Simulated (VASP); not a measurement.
Set up this calculation in VASP 6.6.1, as the native input.

```yaml
Task: single point
Functional: PBE
Potentials_or_basis: VASP PAW PBE potentials, release 64 (Mo_sv, Ru_pv, W_sv)
Cutoff: 520 eV
k_mesh: 8 × 8 × 8
Occupations: gaussian, width 0.1 eV
Spin: collinear spin, ferrimagnetic start
Starting_moments: "[2.92, -0.38, -0.38, -0.38, 0.15] μB"
Dipole_correction: no
Further_INCAR_settings: ALGO = Normal; EDIFF = 1e-07; NBANDS = 47
```

The structure of MoRu3W lies in POSCAR:

```
MoRu3W
1.0
    4.6150862946      0.0000000000      0.0000000000
    0.0000000000      4.6150862946      0.0000000000
    0.0000000000      0.0000000000      4.6150862946
Mo Ru W
1 3 1
Direct
    0.0000000000      0.0000000000      0.0000000000
    0.0000000000      0.5000000000      0.5000000000
    0.5000000000      0.0000000000      0.5000000000
    0.5000000000      0.5000000000      0.0000000000
    0.5000000000      0.5000000000      0.5000000000
```

The cell was generated, and may not be a known phase.

The input as run:

INCAR

```
SYSTEM = MoRu3W
ALGO     = Normal         ! electronic algorithm
EDIFF    = 1E-7           ! SCF threshold, eV
ENCUT    = 520            ! plane-wave cutoff, eV
GGA      = PE             ! functional
ISIF     = 2              ! what is computed and relaxed
ISMEAR   = 0              ! smearing method
ISPIN    = 2              ! spin polarisation
LASPH    = .TRUE.         ! aspherical terms in the spheres
LCHARG   = .TRUE.         ! write CHGCAR
LELF     = .TRUE.         ! ELF
LMAXMIX  = 4              ! l up to which the mixer works
LORBIT   = 11             ! projections on sites
LREAL    = .FALSE.        ! projectors in reciprocal space
LVHAR    = .TRUE.       
LWAVE    = .FALSE.        ! write WAVECAR
MAGMOM   = 2.92 -0.38 -0.38 -0.38 0.15 ! initial moments
NBANDS   = 47             ! bands
NELM     = 150            ! most SCF steps
PREC     = Accurate       ! precision mode
SIGMA    = 0.1            ! smearing width, eV
```

KPOINTS

```
k-points
0
G
  8 8 8
  0 0 0
```

Potentials or basis: VASP PAW PBE potentials, release 64 (Mo_sv, Ru_pv, W_sv).

Launch:

```sh
$ cat potpaw_PBE.64/Mo_sv/POTCAR potpaw_PBE.64/Ru_pv/POTCAR potpaw_PBE.64/W_sv/POTCAR > POTCAR
$ mpirun -np 1 vasp_std > vasp.out
```

Results of the run:

```yaml
Pressure: 0.9 GPa
Net_moment: 2.17 μB per cell
Site_moments: Mo +2.58; Ru -0.31; W +0.11 μB
Valence_electrons_inside_the_program's_atomic_spheres: Mo 11.86; Ru 12.69; W 12.61
```

Wall time 2.7 min on 1 thread of Intel(R) Xeon(R) 6975P-C (Granite Rapids) (shared host), peak memory 0.41 GiB.
